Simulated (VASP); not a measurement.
# TiC (rocksalt type) (Fm-3m) in VASP: further runs

The runs below take TiC (rocksalt type) through relaxation of cell and atoms, with PBE.

Program: VASP 6.6.1. These are calculated values, not measurements. Logs are shortened: lines on timing, memory, paths and dates and some standing lists are left out, and cuts for length are marked.

### Step 1. The cell of the first run

The structure is cubic, space group Fm-3m (No. 225). Conventional cell: a = 3.988 Å, b = 3.988 Å, c = 3.988 Å, α = 90.00°, β = 90.00°, γ = 90.00°. Ti (site symmetry m-3m) has 6 C at 1.99 Å within 2.6 Å. C (site symmetry m-3m) has 6 Ti at 1.99 Å within 2.6 Å.

### Step 2. Relaxation of cell and atoms, PBE, target pressure 100 GPa, at which the enthalpy is minimised

INCAR

```
SYSTEM = TiC
  PREC = Accurate
  ENCUT = 600
  EDIFF = 1E-6
  ISMEAR = -1
  SIGMA = 0.05
  LREAL = .False.
  LASPH = .True.
  NELM = 100
  ALGO = Normal
  ISIF = 3
  LWAVE = .False.
  LCHARG = .False.
  GGA = PE
  IBRION = 2
  NSW = 60
  EDIFFG = -0.005
  PSTRESS = 1000.0
```

KPOINTS

```
Automatic mesh
0
Gamma
  17 17 17
  0 0 0
```

POSCAR

```
TiC
1.0
    0.0000000000      1.9941634772      1.9941634772
    1.9941634772      0.0000000000      1.9941634772
    1.9941634772      1.9941634772      0.0000000000
Ti C
1 1
Direct
    0.0000000000      0.0000000000      0.0000000000
    0.5000000000      0.5000000000      0.5000000000
```

Potentials or basis: VASP PAW PBE potentials, release 64 (Ti_sv, C).

Run with:

```sh
cat potpaw_PBE.64/Ti_sv/POTCAR potpaw_PBE.64/C/POTCAR > POTCAR
mpirun -np 1 vasp_std > vasp.out
```

OUTCAR:

```text
SYSTEM = TiC
   PREC = Accurate
   ENCUT = 600
   EDIFF = 1E-6
   ISMEAR = -1
   LREAL = .False.
   LASPH = .True.
   NELM = 100
   ISIF = 3
   GGA = PE
   IBRION = 2
   NSW = 60
   EDIFFG = -0.005
   PSTRESS = 1000.0

 ion  position               nearest neighbor table
   1  0.000  0.000  0.000-   2 1.99   2 1.99   2 1.99   2 1.99   2 1.99   2 1.99
   2  0.500  0.500  0.500-   1 1.99   1 1.99   1 1.99   1 1.99   1 1.99   1 1.99

  LATTYP: Found a face centered cubic cell.
 ALAT       =     3.9883269544

  Lattice vectors:

 A1 = (   0.0000000000,   1.9941634772,   1.9941634772)
 A2 = (   1.9941634772,   0.0000000000,   1.9941634772)
 A3 = (   1.9941634772,   1.9941634772,   0.0000000000)

Analysis of symmetry for initial positions (statically):
=====================================================================
 Subroutine PRICEL returns:
 Original cell was already a primitive cell.

 Routine SETGRP: Setting up the symmetry group for a
 face centered cubic supercell.

 Subroutine GETGRP returns: Found 48 space group operations
 (whereof 48 operations were pure point group operations)
 out of a pool of 48 trial point group operations.

The static configuration has the point symmetry O_h .

Analysis of symmetry for dynamics (positions and initial velocities):
=====================================================================
 Subroutine PRICEL returns:
 Original cell was already a primitive cell.

 Routine SETGRP: Setting up the symmetry group for a
 face centered cubic supercell.

 Subroutine GETGRP returns: Found 48 space group operations
 (whereof 48 operations were pure point group operations)
 out of a pool of 48 trial point group operations.

The dynamic configuration has the point symmetry O_h .

 Subroutine INISYM returns: Found 48 space group operations
 (whereof 48 operations are pure point group operations),
 and found     1 'primitive' translations

----------------------------------------------------------------------------------------

                                     Primitive cell

  volume of cell :      15.8603

  direct lattice vectors                    reciprocal lattice vectors
     0.000000000  1.994163477  1.994163477    -0.250731701  0.250731701  0.250731701
     1.994163477  0.000000000  1.994163477     0.250731701 -0.250731701  0.250731701
     1.994163477  1.994163477  0.000000000     0.250731701  0.250731701 -0.250731701

  length of vectors
     2.820173035  2.820173035  2.820173035     0.434280045  0.434280045  0.434280045

[... 99 lines left out ...]
     AMIX     =   0.40;   BMIX     =  1.00
     AMIX_MAG =   1.60;   BMIX_MAG =  1.00
  volume/ion in A,a.u.               =       7.93        53.52
  Fermi-wavevector in a.u.,A,eV,Ry     =   1.641890  3.102722 36.678625  2.695803
  Thomas-Fermi vector in A             =   2.732285
   LORBIT       =      0    0 simple, 1 ext, 2 COOP (PROOUT), +10 PAW based schemes
   GGA     = PE    functional components
   LHFCALC =     F    Hartree Fock is set to
   AEXX    =    0.0000 exact exchange contribution
   IVDW    =     0    specifies the selected vdW correction
   LEPSILON=     F    determine dielectric tensor
   LRPA    =     F    only Hartree local field effects (RPA)
 conjugate gradient relaxation of ions
 non-spin polarized calculation
  energy-cutoff  :      600.00
  volume of cell :       15.86
 maximum number of plane-waves:       541
   NGX = 11   NGY = 11   NGZ = 11

--------------------------------------- Ionic step        1  -------------------------------------------

 number of electron      15.9999998 magnetization

 Free energy of the ion-electron system (eV)
  ---------------------------------------------------
  ext. energy  EPLUGINS =         0.00000000
  ---------------------------------------------------
  free energy    TOTEN  =       -17.54821586 eV

  energy without entropy =      -17.54602872  energy(sigma->0) =      -17.54712229

------------------------ aborting loop because EDIFF is reached ----------------------------------------

  FORCE on cell =-STRESS in cart. coord.  units (eV):
  Direction    XX          YY          ZZ          XY          YZ          ZX
  --------------------------------------------------------------------------------------
  -------------------------------------------------------------------------------------
  Total       10.0275119     10.0275119     10.0275119      0.0000000      0.0000000      0.0000000
  in kB     1012.9581411   1012.9581411   1012.9581411      0.0000000      0.0000000      0.0000000
  external PRESSURE =      12.9581411 kB  Pullay stress =    1000.0000000 kB
[... 63 lines left out ...]
--------------------------------------- Ionic step        3  -------------------------------------------

 number of electron      15.9999999 magnetization

 Free energy of the ion-electron system (eV)
  ---------------------------------------------------
  ext. energy  EPLUGINS =         0.00000000
  ---------------------------------------------------
  free energy    TOTEN  =       -17.56992012 eV

  energy without entropy =      -17.56772729  energy(sigma->0) =      -17.56882370

 E-fermi :  12.5844     XC(G=0): -14.0195

 val. band max:       12.5658908525   @ k =  -0.4706   0.4706   0.0000
 cond. band min:      12.6383166050   @ k =   0.4118   0.4118   0.0000
 fundamental gap:      0.0724257525
 Fermi energy:        12.5843739211

 k-point     1 :       0.0000    0.0000    0.0000
  band No.  band energies     occupation
      1     -43.3541      2.00000
      2     -19.1501      2.00000
      3     -19.1501      2.00000
      4     -19.1501      2.00000
      5      -0.9129      2.00000
      6      13.2879      0.00000
      7      13.2879      0.00000
      8      13.2879      0.00000
      9      14.5773      0.00000
     10      14.5773      0.00000
     11      14.5773      0.00000
     12      14.8183      0.00000
[... 331 lines left out ...]
 k-point    24 :      -0.1176    0.0588    0.0000
  band No.  band energies     occupation
      1     -43.3119      2.00000
      2     -19.3884      2.00000
      3     -19.2027      2.00000
      4     -19.1560      2.00000
      5      -0.2484      2.00000
      6      11.3289      2.00000
      7      11.6042      2.00000
      8      11.8212      2.00000
      9      13.6749      0.00000
     10      14.4534      0.00000
     11      15.7131      0.00000
     12      17.1470      0.00000

 [... further k-points ...]

------------------------ aborting loop because EDIFF is reached ----------------------------------------

  FORCE on cell =-STRESS in cart. coord.  units (eV):
  Direction    XX          YY          ZZ          XY          YZ          ZX
  --------------------------------------------------------------------------------------
  -------------------------------------------------------------------------------------
  Total        9.9203142      9.9203142      9.9203142      0.0000000      0.0000000     -0.0000000
  in kB      999.9508816    999.9508816    999.9508816      0.0000000      0.0000000     -0.0000000
  external PRESSURE =      -0.0491184 kB  Pullay stress =    1000.0000000 kB
[... 21 lines left out ...]
  energy  without entropy=      -17.5677272911  energy(sigma->0) =      -17.56882370

  enthalpy is  TOTEN    =        -7.6491186721 eV   P V=        9.9208014445

 reached required accuracy - stopping structural energy minimisation
```

CONTCAR:

```text
TiC
   1.00000000000000
     0.0000000000000000    1.9956105052912583    1.9956105052912583
     1.9956105052912583    0.0000000000000000    1.9956105052912583
     1.9956105052912583    1.9956105052912583    0.0000000000000000
  Ti              C
     1     1
Direct
     0.0000000000000000    0.0000000000000000    0.0000000000000000
     0.5000000000000000    0.5000000000000000    0.5000000000000000

  0.00000000E+00  0.00000000E+00  0.00000000E+00
  0.00000000E+00  0.00000000E+00  0.00000000E+00
```

It took 28 s on 1 thread of Intel Xeon 6975P-C (Granite Rapids), shared host; peak memory 0.18 GiB.

What came out:

```
Free energy                                                : -17.5699 eV
Relaxed volume                                             : 7.95 Å³/atom
Relaxed cell                                               : a = 2.822 Å, b = 2.822 Å, c = 2.822 Å, α = 60.00°, β = 60.00°, γ = 60.00°
Space group after relaxing (to 0.1 Å)                      : Fm-3m (No. 225)
Energy change on relaxing (the run minimises the enthalpy) : -10.9 meV/atom
Ionic steps                                                : 3
Pressure after relaxing                                    : 100.0 GPa
Band gap on the k mesh                                     : zero (bands 8 and 9 overlap by 1.17 eV)
```

Step by step:
| step | energy change (eV) | largest force (eV/Å) | pressure (GPa) | volume (Å³) |
| --- | --- | --- | --- | --- |
| 1 | 0.0000 | 0.0000 | 101.30 | 15.86 |
| 2 | -0.0908 | 0.0000 | 95.81 | 16.01 |
| 3 | -0.0217 | 0.0000 | 100.00 | 15.89 |

Final structure:
```yaml
crystal:
  lattice:
    - [0.00000, 1.99561, 1.99561]
    - [1.99561, 0.00000, 1.99561]
    - [1.99561, 1.99561, 0.00000]
  atoms:
    - { symbol: Ti, position: [0.00000, 0.00000, 0.00000] }
    - { symbol: C, position: [0.50000, 0.50000, 0.50000] }
```

Levels at points of the mesh, in eV from the Fermi level:
| k point | band 5 | band 6 | band 7 | band 8 | band 9 | band 10 | band 11 | band 12 |
| --- | --- | --- | --- | --- | --- | --- | --- | --- |
| (0.00, 0.00, 0.00) | -13.50 | 0.70 | 0.70 | 0.70 | 1.99 | 1.99 | 1.99 | 2.23 |

Caveat: the cell is relaxed towards a set pressure, so the run minimises the enthalpy, not the energy.

### Step 3. Relaxation of cell and atoms, PBE, target pressure 100 GPa, at which the enthalpy is minimised

This run uses another cell than the first one, of 7.95 Å³/atom.

INCAR

```
SYSTEM = TiC
PREC     = Accurate       ! precision mode
ENCUT    = 600            ! plane-wave cutoff, eV
EDIFF    = 1E-6           ! SCF threshold, eV
ISMEAR   = -1             ! smearing method
SIGMA    = 0.05           ! smearing width, eV
LREAL    = .FALSE.        ! projectors in reciprocal space
LASPH    = .TRUE.         ! aspherical terms in the spheres
NELM     = 100            ! most SCF steps
ALGO     = Normal         ! electronic algorithm
ISIF     = 3              ! what is computed and relaxed
LWAVE    = .FALSE.        ! write WAVECAR
LCHARG   = .FALSE.        ! write CHGCAR
GGA      = PE             ! functional
IBRION   = 2              ! ionic algorithm
NSW      = 32             ! ionic steps
EDIFFG   = -0.005         ! ionic threshold
PSTRESS  = 1000.0
```

KPOINTS

```
Automatic mesh
0
G
  17 17 17
  0 0 0
```

POSCAR

```
TiC
1.0
    0.0000000000      1.9960936561      1.9960936561
    1.9960936561      0.0000000000      1.9960936561
    1.9960936561      1.9960936561      0.0000000000
Ti C
1 1
Direct
    0.0000000000      0.0000000000      0.0000000000
    0.5000000000      0.5000000000      0.5000000000
```

Potentials or basis: VASP PAW PBE potentials, release 64 (Ti_sv, C).

Run with:

```sh
cat potpaw_PBE.64/Ti_sv/POTCAR potpaw_PBE.64/C/POTCAR > POTCAR
mpirun -np 1 vasp_std > vasp.out
```

OUTCAR:

```text
SYSTEM = TiC
   PREC = Accurate
   ENCUT = 600
   EDIFF = 1E-6
   ISMEAR = -1
   LREAL = .FALSE.
   LASPH = .TRUE.
   NELM = 100
   ISIF = 3
   GGA = PE
   IBRION = 2
   NSW = 32
   EDIFFG = -0.005
   PSTRESS = 1000.0

 ion  position               nearest neighbor table
   1  0.000  0.000  0.000-   2 2.00   2 2.00   2 2.00   2 2.00   2 2.00   2 2.00
   2  0.500  0.500  0.500-   1 2.00   1 2.00   1 2.00   1 2.00   1 2.00   1 2.00

  LATTYP: Found a face centered cubic cell.
 ALAT       =     3.9921873122

  Lattice vectors:

 A1 = (   0.0000000000,   1.9960936561,   1.9960936561)
 A2 = (   1.9960936561,   0.0000000000,   1.9960936561)
 A3 = (   1.9960936561,   1.9960936561,   0.0000000000)

Analysis of symmetry for initial positions (statically):
=====================================================================
 Subroutine PRICEL returns:
[... 268 lines left out ...]
      3     -19.1493      2.00000
      4     -19.1493      2.00000
      5      -0.9118      2.00000
      6      13.2887      0.00000
      7      13.2887      0.00000
      8      13.2887      0.00000
      9      14.5785      0.00000
     10      14.5785      0.00000
     11      14.5785      0.00000
     12      14.8192      0.00000
[... 331 lines left out ...]
 k-point    24 :      -0.1176    0.0588    0.0000
  band No.  band energies     occupation
      1     -43.3111      2.00000
      2     -19.3876      2.00000
      3     -19.2019      2.00000
      4     -19.1551      2.00000
      5      -0.2473      2.00000
      6      11.3298      2.00000
      7      11.6051      2.00000
      8      11.8220      2.00000
      9      13.6758      0.00000
     10      14.4543      0.00000
     11      15.7143      0.00000
     12      17.1481      0.00000

 [... further k-points ...]

------------------------ aborting loop because EDIFF is reached ----------------------------------------

  FORCE on cell =-STRESS in cart. coord.  units (eV):
  Direction    XX          YY          ZZ          XY          YZ          ZX
  --------------------------------------------------------------------------------------
  -------------------------------------------------------------------------------------
  Total        9.9167200      9.9167200      9.9167200      0.0000000      0.0000000      0.0000000
  in kB      999.6529405    999.6529405    999.6529405      0.0000000      0.0000000      0.0000000
  external PRESSURE =      -0.3470595 kB  Pullay stress =    1000.0000000 kB
[... 21 lines left out ...]
  energy  without entropy=      -17.5671633917  energy(sigma->0) =      -17.56825973

  enthalpy is  TOTEN    =        -7.6491932300 eV   P V=        9.9201628478

 reached required accuracy - stopping structural energy minimisation
```

OSZICAR:

```text
N       E                     dE             d eps       ncg     rms          rms(c)
DAV:   1     0.130497137487E+03    0.13050E+03   -0.94262E+03  3960   0.187E+03
DAV:   2    -0.126477301552E+02   -0.14314E+03   -0.13638E+03  4096   0.417E+02
[... 23 lines left out ...]
DAV:   1    -0.175700689862E+02   -0.22415E-01   -0.18148E-02  4076   0.240E+00    0.317E-01
DAV:   2    -0.175694004075E+02    0.66858E-03   -0.28017E-03  4220   0.935E-01    0.701E-02
DAV:   3    -0.175693234709E+02    0.76937E-04   -0.39983E-04  4692   0.195E-01    0.272E-02
DAV:   4    -0.175693357598E+02   -0.12289E-04   -0.12845E-04  4660   0.108E-01    0.174E-02
DAV:   5    -0.175693539839E+02   -0.18224E-04   -0.31710E-05  5276   0.483E-02    0.460E-03
DAV:   6    -0.175693561100E+02   -0.21260E-05   -0.71835E-06  4960   0.165E-02    0.384E-03
DAV:   7    -0.175693560778E+02    0.32174E-07   -0.31638E-06  3940   0.182E-02
   3 F= -.76491932E+01 E0= -.76480969E+01  d E =-.158123E-04
```

Run time: 25 s. Hardware: 1 thread of Intel Xeon 6975P-C (Granite Rapids), shared host; peak memory 0.17 GiB.

What came out:

```
Free energy                                                : -17.5694 eV
Relaxed volume                                             : 7.95 Å³/atom
Relaxed cell                                               : a = 2.822 Å, b = 2.822 Å, c = 2.822 Å, α = 60.00°, β = 60.00°, γ = 60.00°
Space group after relaxing (to 0.1 Å)                      : Fm-3m (No. 225)
Energy change on relaxing (the run minimises the enthalpy) : +3.9 meV/atom
Ionic steps                                                : 3
Pressure after relaxing                                    : 100.0 GPa
Band gap on the k mesh                                     : zero (bands 8 and 9 overlap by 1.17 eV)
```

Step by step:
```tsv
step	energy change (eV)	largest force (eV/Å)	pressure (GPa)	volume (Å³)
1	0.0000	0.0000	99.59	15.91
2	0.0295	0.0000	101.45	15.86
3	0.0078	0.0000	99.97	15.89
```

Final structure:
```yaml
crystal:
  lattice:
    - [0.00000, 1.99557, 1.99557]
    - [1.99557, 0.00000, 1.99557]
    - [1.99557, 1.99557, 0.00000]
  atoms:
    - { symbol: Ti, position: [0.00000, 0.00000, 0.00000] }
    - { symbol: C, position: [0.50000, 0.50000, 0.50000] }
```

Caveat: the cell is relaxed towards a set pressure, so the run minimises the enthalpy, not the energy.

(Part 1 of 2 ends here.)
